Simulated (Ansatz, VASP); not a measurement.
**Two plane-wave programs on Mo**

```xyz
1
Lattice="-1.5764 1.5764 1.5764 1.5764 -1.5764 1.5764 1.5764 1.5764 -1.5764" Properties=species:S:1:pos:R:3 pbc="T T T"
Mo    0.0000    0.0000    0.0000
```

Alike in both runs: task single point; functional r2SCAN; k mesh 4 × 4 × 4; occupations fermi-dirac, width 0.1 eV; no spin polarisation.

```csv
,VASP,Ansatz
version,VASP 6.6.1,Ansatz 0.2.0
potentials or method,"VASP PAW PBE potentials, release 64 (Mo_sv), cutoff 520 eV","plane waves (500 eV) with PAW, scalar-relativistic"
valence electrons in the cell,14,14
```

```tsv
	VASP	Ansatz	Ansatz less VASP
pressure (GPa)	0.9	-0.2	-1.15
```

VASP's potentials were made for PBE, not for r2SCAN.

The k mesh is coarse, so the values compare programs but aren't converged.
